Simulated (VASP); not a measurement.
# Ba2LiPO6 (Fm-3m) in VASP: single point with PBE

Aim: the single point of Ba2LiPO6 with PBE.

Everything below comes from runs of VASP 6.6.1. Logs are shortened: lines on timing, memory, paths and dates and some standing lists are left out, and cuts for length are marked.

### 1 The cell of the first run

The structure is cubic, space group Fm-3m (No. 225). The conventional cell has a = 8.100 Å, b = 8.100 Å, c = 8.100 Å, α = 90.00°, β = 90.00°, γ = 90.00°. Li (site symmetry m-3m) has 6 O at 2.16 Å within 2.9 Å. Within 3.8 Å of Ba (site symmetry -43m) lie 12 O at 2.87 Å and 4 Li at 3.51 Å and 4 P at 3.51 Å. P (site symmetry m-3m) has 6 O at 1.89 Å within 2.5 Å. O (site symmetry 4mm) has 1 P at 1.89 Å and 1 Li at 2.16 Å within 2.5 Å.

### 2 Single point, PBE

POSCAR reads:

```
Ba2LiPO6
1.0
    0.0000000000      4.0500650000      4.0500650000
    4.0500650000      0.0000000000      4.0500650000
    4.0500650000      4.0500650000      0.0000000000
Li Ba P O
1 2 1 6
Direct
    0.5000000000      0.5000000000      0.5000000000
    0.2500000000      0.2500000000      0.2500000000
    0.7500000000      0.7500000000      0.7500000000
    0.0000000000      0.0000000000      0.0000000000
    0.7670000000      0.2330000000      0.2330000000
    0.2330000000      0.7670000000      0.2330000000
    0.2330000000      0.7670000000      0.7670000000
    0.7670000000      0.2330000000      0.7670000000
    0.2330000000      0.2330000000      0.7670000000
    0.7670000000      0.7670000000      0.2330000000
```

INCAR.step1 reads:

```
ALGO = Normal
EDIFF = 1E-6
ENCUT = 520
GGA = PE
ISIF = 2
ISMEAR = 1
LASPH = True
LCHARG = True
LREAL = False
LWAVE = False
NBANDS = 43
NELM = 100
PREC = Accurate
SIGMA = 0.0128
```

KPOINTS.step1 reads:

```
k-points
0
Gamma
  6 6 6
```

INCAR.step2 reads:

```
ALGO = Normal
EDIFF = 1E-6
ENCUT = 520
GGA = PE
ICHARG = 11
ISIF = 2
ISMEAR = -5
LASPH = True
LCHARG = False
LORBIT = 10
LREAL = False
LWAVE = False
NBANDS = 43
NEDOS = 2001
NELM = 100
PREC = Accurate
SIGMA = 0.0128
```

KPOINTS.step2 reads:

```
k-points
0
Gamma
  9 9 9
```

Potentials or basis: VASP PAW PBE potentials, release 64 (Li_sv, Ba_sv, P, O).

Started as:

```sh
$ cat potpaw_PBE.64/Li_sv/POTCAR potpaw_PBE.64/Ba_sv/POTCAR potpaw_PBE.64/P/POTCAR potpaw_PBE.64/O/POTCAR > POTCAR
$ cp INCAR.step1 INCAR
$ cp KPOINTS.step1 KPOINTS
$ mpirun -np 1 vasp_std > vasp.out
$ cp INCAR.step2 INCAR
$ cp KPOINTS.step2 KPOINTS
$ mpirun -np 1 vasp_std > vasp.out
```

OUTCAR:

```text
EDIFF = 1E-6
   ENCUT = 520
   GGA = PE
   ICHARG = 11
   ISIF = 2
   ISMEAR = -5
   LASPH = True
   LORBIT = 10
   LREAL = False
   NELM = 100
   PREC = Accurate

 ion  position               nearest neighbor table
   1  0.500  0.500  0.500-   5 2.16   6 2.16   7 2.16   8 2.16   9 2.16  10 2.16   2 3.51   2 3.51
                             2 3.51   3 3.51   2 3.51   3 3.51   3 3.51   3 3.51
   2  0.250  0.250  0.250-   5 2.87   8 2.87  10 2.87   6 2.87   7 2.87  10 2.87   7 2.87   8 2.87
                             9 2.87   5 2.87   6 2.87   9 2.87   1 3.51   4 3.51   4 3.51   4 3.51
   3  0.750  0.750  0.750-   7 2.87   8 2.87  10 2.87   5 2.87   6 2.87  10 2.87   5 2.87   8 2.87
                             9 2.87   6 2.87   7 2.87   9 2.87   4 3.51   1 3.51   1 3.51   4 3.51
   4  0.000  0.000  0.000-   5 1.89   6 1.89   7 1.89   8 1.89   9 1.89  10 1.89   3 3.51   3 3.51
                             2 3.51   3 3.51   3 3.51   2 3.51   2 3.51   2 3.51
   5  0.767  0.233  0.233-   4 1.89   1 2.16   3 2.87   2 2.87   3 2.87   2 2.87
   6  0.233  0.767  0.233-   4 1.89   1 2.16   3 2.87   2 2.87   3 2.87   2 2.87
   7  0.233  0.767  0.767-   4 1.89   1 2.16   3 2.87   3 2.87   2 2.87   2 2.87
   8  0.767  0.233  0.767-   4 1.89   1 2.16   3 2.87   3 2.87   2 2.87   2 2.87
   9  0.233  0.233  0.767-   4 1.89   1 2.16   3 2.87   2 2.87   3 2.87   2 2.87
  10  0.767  0.767  0.233-   4 1.89   1 2.16   3 2.87   3 2.87   2 2.87   2 2.87

  LATTYP: Found a face centered cubic cell.
 ALAT       =     8.1001300000

  Lattice vectors:

 A1 = (   0.0000000000,   4.0500650000,   4.0500650000)
 A2 = (   4.0500650000,   0.0000000000,   4.0500650000)
 A3 = (   4.0500650000,   4.0500650000,   0.0000000000)

Analysis of symmetry for initial positions (statically):
=====================================================================
 Subroutine PRICEL returns:
 Original cell was already a primitive cell.

 Routine SETGRP: Setting up the symmetry group for a
 face centered cubic supercell.

 Subroutine GETGRP returns: Found 48 space group operations
 (whereof 48 operations were pure point group operations)
 out of a pool of 48 trial point group operations.

The static configuration has the point symmetry O_h .

Analysis of symmetry for dynamics (positions and initial velocities):
=====================================================================
 Subroutine PRICEL returns:
 Original cell was already a primitive cell.

 Routine SETGRP: Setting up the symmetry group for a
 face centered cubic supercell.

 Subroutine GETGRP returns: Found 48 space group operations
 (whereof 48 operations were pure point group operations)
 out of a pool of 48 trial point group operations.

The dynamic configuration has the point symmetry O_h .

 Subroutine INISYM returns: Found 48 space group operations
 (whereof 48 operations are pure point group operations),
 and found     1 'primitive' translations

----------------------------------------------------------------------------------------

                                     Primitive cell

  volume of cell :     132.8666

  direct lattice vectors                    reciprocal lattice vectors
     0.000000000  4.050065000  4.050065000    -0.123454809  0.123454809  0.123454809
     4.050065000  0.000000000  4.050065000     0.123454809 -0.123454809  0.123454809
     4.050065000  4.050065000  0.000000000     0.123454809  0.123454809 -0.123454809

  length of vectors
     5.727656851  5.727656851  5.727656851     0.213830001  0.213830001  0.213830001

  position of ions in fractional coordinates (direct lattice)
     0.500000000  0.500000000  0.500000000
     0.250000000  0.250000000  0.250000000
     0.750000000  0.750000000  0.750000000
     0.000000000  0.000000000  0.000000000
     0.767000000  0.233000000  0.233000000
     0.233000000  0.767000000  0.233000000
     0.233000000  0.767000000  0.767000000
     0.767000000  0.233000000  0.767000000
     0.233000000  0.233000000  0.767000000
     0.767000000  0.767000000  0.233000000

  ion indices of the primitive-cell ions
   primitive index   ion index
                 1           1
                 2           2
                 3           3
                 4           4
                 5           5
                 6           6
                 7           7
                 8           8
                 9           9
                10          10

----------------------------------------------------------------------------------------

 KPOINTS: k-points

Automatic generation of k-mesh.
 Grid dimensions read from file:
 generate k-points for:    9    9    9

 Generating k-lattice:

  Cartesian coordinates                     Fractional coordinates (reciprocal lattice)
    -0.013717201  0.013717201  0.013717201     0.111111111  0.000000000  0.000000000
     0.013717201 -0.013717201  0.013717201     0.000000000  0.111111111  0.000000000
     0.013717201  0.013717201 -0.013717201     0.000000000  0.000000000  0.111111111

  Length of vectors
     0.023758889  0.023758889  0.023758889

  Shift w.r.t. Gamma in fractional coordinates (k-lattice)
     0.000000000  0.000000000  0.000000000

 TETIRR: Found    115 inequivalent tetrahedra from     4374

 Subroutine IBZKPT returns following result:
 ===========================================

 Found     35 irreducible k-points:

 Following reciprocal coordinates:
            Coordinates               Weight
  0.000000  0.000000  0.000000      1.000000
  0.111111  0.000000  0.000000      8.000000
  0.222222  0.000000  0.000000      8.000000
  0.333333  0.000000  0.000000      8.000000
  0.444444  0.000000  0.000000      8.000000
  0.111111  0.111111  0.000000      6.000000
[... 16 lines left out ...]
 -0.333333  0.333333  0.000000     12.000000
  0.444444  0.444444  0.000000      6.000000
 [... further k-points ...]
   k-points           NKPTS =     35   k-points in BZ     NKDIM =     35   number of bands    NBANDS=     43
   number of dos      NEDOS =   2001   number of ions     NIONS =     10
   total plane-waves  NPLWV = 110592
   dimension x,y,z NGX =    48 NGY =   48 NGZ =   48
   dimension x,y,z NGXF=    96 NGYF=   96 NGZF=   96
   ions per type =               1   2   1   6
   NGX,Y,Z   is equivalent  to a cutoff of  13.93, 13.93, 13.93 a.u.
   NGXF,Y,Z  is equivalent  to a cutoff of  27.86, 27.86, 27.86 a.u.
 SYSTEM =  unknown system
   PREC   = accura    normal or accurate (medium, high low for compatibility)
   ISTART =      0    job   : 0-new  1-cont  2-samecut
   ICHARG =     11    charge: 1-file 2-atom 10-const
   ISPIN  =      1    spin polarized calculation?
   LNONCOLLINEAR =      F non collinear calculations
   LSORBIT =      F    spin-orbit coupling
   LASPH  =      T    aspherical Exc in radial PAW
   ENCUT  =  520.0 eV  38.22 Ry    6.18 a.u.  10.65 10.65 10.65*2*pi/ulx,y,z
   NELM   =    100;   NELMIN=  2; NELMDL=  0     # of ELM steps
   EDIFF  = 0.1E-05   stopping-criterion for ELM
   LREAL  =      F    real-space projection
   EDIFFG = 0.1E-04   stopping-criterion for IOM
   NSW    =      0    number of steps for IOM
   IBRION =     -1    ionic relax: 0-MD 1-quasi-New 2-CG
   NFREE  =      0    steps in history (QN), initial steepest desc. (CG)
   ISIF   =      2    stress and relaxation
   ISYM   =      2    0-nonsym 1-usesym 2-fastsym
   POTIM  = 0.5000    time-step for ionic-motion
   TEBEG  =    0.0;   TEEND  =   0.0 temperature during run
   PSTRESS=    0.0 pullay stress
   NELECT =      64.0000    total number of electrons
   NUPDOWN=      -1.0000    fix difference up-down
   EMIN   =  10.00;   EMAX   =-10.00  energy-range for DOS
   EFERMI =   0.00;   METHOD = LEGACY
   ISMEAR =    -5;   SIGMA  =   0.01  broadening in eV -4-tet -1-fermi 0-gaus
   EFERMI_NEDOS =   21; number of points for ismear=-14 and -15
   IALGO  =     38    algorithm
   IMIX   =      4    mixing-type and parameters
     AMIX     =   0.40;   BMIX     =  1.00
     AMIX_MAG =   1.60;   BMIX_MAG =  1.00
  volume/ion in A,a.u.               =      13.29        89.66
  Fermi-wavevector in a.u.,A,eV,Ry     =   1.283304  2.425093 22.407010  1.646869
  Thomas-Fermi vector in A             =   2.415565
   LORBIT       =     10    0 simple, 1 ext, 2 COOP (PROOUT), +10 PAW based schemes
   GGA     = PE    functional components
   LHFCALC =     F    Hartree Fock is set to
   AEXX    =    0.0000 exact exchange contribution
   IVDW    =     0    specifies the selected vdW correction
   LEPSILON=     F    determine dielectric tensor
   LRPA    =     F    only Hartree local field effects (RPA)
 non-spin polarized calculation
 Fermi weights with tetrahedron method with Bloechl corrections
  energy-cutoff  :      520.00
  volume of cell :      132.87
 maximum number of plane-waves:      3599
 NGX is ok and might be reduce to    48

 number of electron      64.0000010 magnetization

 Free energy of the ion-electron system (eV)
  ---------------------------------------------------
  ext. energy  EPLUGINS =         0.00000000
  ---------------------------------------------------
  free energy    TOTEN  =       -60.51055895 eV

  energy without entropy =      -60.51055895  energy(sigma->0) =      -60.51055895

 E-fermi :   1.9880     XC(G=0): -10.4461

 val. band max:        2.0031665401   @ k =  -0.2222   0.2222   0.0000
 cond. band min:       1.9942721360   @ k =  -0.3333   0.1111   0.0000
 fundamental gap:     -0.0088944041
 Fermi energy:         1.9880439893

 k-point     1 :       0.0000    0.0000    0.0000
  band No.  band energies     occupation
      1     -41.3419      2.00000
      2     -22.5132      2.00000
      3     -22.2839      2.00000
      4     -16.0877      2.00000
      5     -14.4677      2.00000
      6     -14.4677      2.00000
[... 35 lines left out ...]
     42      10.0436      0.00000
     43      10.2528      0.00000

 k-point     2 :       0.1111    0.0000    0.0000
  band No.  band energies     occupation
      1     -41.3420      2.00000
      2     -22.5045      2.00000
      3     -22.2890      2.00000
      4     -16.1000      2.00000
      5     -14.4959      2.00000
      6     -14.4626      2.00000
[... 35 lines left out ...]
     42      10.1453      0.00000
     43      10.4248      0.00000

 k-point     3 :       0.2222    0.0000    0.0000
  band No.  band energies     occupation
      1     -41.3420      2.00000
      2     -22.4798      2.00000
      3     -22.3042      2.00000
      4     -16.1316      2.00000
      5     -14.5644      2.00000
      6     -14.4481      2.00000
[... 35 lines left out ...]
     42      10.4218      0.00000
     43      10.9956      0.00000

 k-point     4 :       0.3333    0.0000    0.0000
  band No.  band energies     occupation
      1     -41.3420      2.00000
      2     -22.4438      2.00000
      3     -22.3292      2.00000
      4     -16.1680      2.00000
      5     -14.6383      2.00000
      6     -14.4291      2.00000
[... 863 lines left out ...]
     42      11.0927      0.00000
     43      11.4496      0.00000

 k-point    23 :      -0.3333    0.3333    0.0000
  band No.  band energies     occupation
      1     -41.3420      2.00000
      2     -22.3779      2.00000
      3     -22.3771      2.00000
      4     -16.2237      2.00000
      5     -14.6579      2.00000
      6     -14.4864      2.00000
[... 35 lines left out ...]
     42      11.0086      0.00000
     43      11.3556      0.00000

 k-point    24 :       0.4444    0.4444    0.0000
  band No.  band energies     occupation
      1     -41.3420      2.00000
      2     -22.4155      2.00000
      3     -22.3370      2.00000
      4     -16.2323      2.00000
      5     -14.5883      2.00000
      6     -14.5883      2.00000
[... 35 lines left out ...]
     42      11.0876      0.00000
     43      11.7324      0.00000

 [... further k-points ...]
[... 5 lines left out ...]
  --------------------------------------------------------------------------------------
  -------------------------------------------------------------------------------------
  Total       -7.8927456     -7.8927456     -7.8927456     -0.0000000      0.0000000      0.0000000
  in kB      -95.1749616    -95.1749616    -95.1749616     -0.0000000      0.0000000      0.0000000
  external PRESSURE =     -95.1749616 kB  Pullay stress =       0.0000000 kB

 VOLUME and BASIS-vectors are now :
 -----------------------------------------------------------------------------
  energy-cutoff  :      520.00
  volume of cell :      132.87
      direct lattice vectors                 reciprocal lattice vectors
     0.000000000  4.050065000  4.050065000    -0.123454809  0.123454809  0.123454809
     4.050065000  0.000000000  4.050065000     0.123454809 -0.123454809  0.123454809
     4.050065000  4.050065000  0.000000000     0.123454809  0.123454809 -0.123454809

 POSITION                                       TOTAL-FORCE (eV/Angst)
 -----------------------------------------------------------------------------------
      4.05007      4.05007      4.05007         0.000000     -0.000000      0.000000
      2.02503      2.02503      2.02503        -0.000000     -0.000000     -0.000000
      6.07510      6.07510      6.07510         0.000000      0.000000     -0.000000
      0.00000      0.00000      0.00000         0.000000     -0.000000     -0.000000
      1.88733      4.05007      4.05007        -2.681567     -0.000000      0.000000
      4.05007      1.88733      4.05007         0.000000     -2.681567      0.000000
      6.21280      4.05007      4.05007         2.681567     -0.000000      0.000000
      4.05007      6.21280      4.05007         0.000000      2.681567      0.000000
      4.05007      4.05007      1.88733         0.000000     -0.000000     -2.681567
      4.05007      4.05007      6.21280         0.000000     -0.000000      2.681567
 -----------------------------------------------------------------------------------
    total drift:                               -0.000000     -0.000000     -0.000000

  FREE ENERGIE OF THE ION-ELECTRON SYSTEM (eV)
  ---------------------------------------------------
  free  energy   TOTEN  =       -60.5105589538 eV

  energy  without entropy=      -60.5105589538  energy(sigma->0) =      -60.51055895

 total charge

# of ion       s       p       d       tot
------------------------------------------
    1        2.008   0.037   0.000   2.045
    2        2.005   5.648   0.280   7.933
    3        2.005   5.648   0.280   7.933
    4        0.892   1.097   0.000   1.989
    5        1.576   3.346   0.000   4.923
    6        1.576   3.346   0.000   4.923
    7        1.576   3.346   0.000   4.923
    8        1.576   3.346   0.000   4.923
    9        1.576   3.346   0.000   4.923
   10        1.576   3.346   0.000   4.923
--------------------------------------------------
tot         16.367  32.509   0.561  49.437
```

Wall time 3.5 min (1 thread of AMD EPYC 7R13 (Zen 3), shared host); peak memory 0.38 GiB.

Results:

```
Valence electrons inside the program's atomic spheres : Li 2.04; Ba 7.93; P 1.99; O 4.92
```

Caveat: the cutoff is under 1.25 times the usual one of these potentials, so pressure, stress and relaxed cells hold a basis-set (Pulay) error; spin-orbit coupling is left out, which moves the levels of the heavy elements; tetrahedron occupations give inexact forces and stress in metals.
